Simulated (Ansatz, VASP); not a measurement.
**Ge in VASP and in Ansatz**

INCAR

```
SYSTEM = Ge
  PREC = Accurate
  ENCUT = 520
  EDIFF = 1E-6
  ISMEAR = 0
  SIGMA = 0.15
  LREAL = .False.
  LASPH = .True.
  NELM = 100
  ALGO = Normal
  ISIF = 2
  LWAVE = .False.
  LCHARG = .False.
  GGA = PS
  NBANDS = 21
```

Contents of KPOINTS:

```
Automatic mesh
0
Gamma
  20 20 20
  0 0 0
```

File POSCAR:

```
Ge
1.0
   -2.6388519620      2.6388519620      1.3275420110
    2.6388519620     -2.6388519620      1.3275420110
    2.6388519620      2.6388519620     -1.3275420110
Ge
2
Direct
    0.2500000000      0.7500000000      0.5000000000
    0.5000000000      0.5000000000      0.0000000000
```

Input for Ansatz:

```yaml
crystal:
  lattice:
    - [-2.638851962, 2.638851962, 1.327542011]
    - [2.638851962, -2.638851962, 1.327542011]
    - [2.638851962, 2.638851962, -1.327542011]
  atoms:
    - { symbol: Ge, position: [0.25, 0.75, 0.5] }
    - { symbol: Ge, position: [0.5, 0.5, 0.0] }
basis:
  ecutwfc: 420
kpoints:
  mp_grid: { grid: [20, 20, 20] }
hamiltonian:
  xc: pbesol
scf:
  occupations: { method: gaussian, width: 0.15 }
output:
  forces: true
  stress: true
  eigenvalues: true
```

Change from the starting cell: strain +0.025 along x and y, -0.050 along z, atoms carried along.

Alike in both runs: task single point; functional PBEsol; k mesh 20 × 20 × 20; occupations gaussian, width 0.15 eV; no spin polarisation.

|  | VASP | Ansatz |
| --- | --- | --- |
| version | VASP 6.6.1 | Ansatz 0.2.0 |
| potentials or method | VASP PAW PBE potentials, release 64 (Ge_d), cutoff 520 eV | scalar-relativistic, plane waves, PAW |
| valence electrons in the cell | 28 | 28 |

|  | VASP | Ansatz | Ansatz less VASP |
| --- | --- | --- | --- |
| gap on the k mesh at the Fermi level (eV) | none | none | - |
| pressure (GPa) | -0.1 | 0.0 | +0.04 |
| traceless stress, the component that is largest in VASP (GPa) | 5.61 | 5.62 | +0.002 |

VASP's potentials were made for PBE, not for PBEsol. A gap of «none» marks a metal or a gap that the smearing closes. With one functional, cell and mesh, what is left measures potentials, basis and numerics.
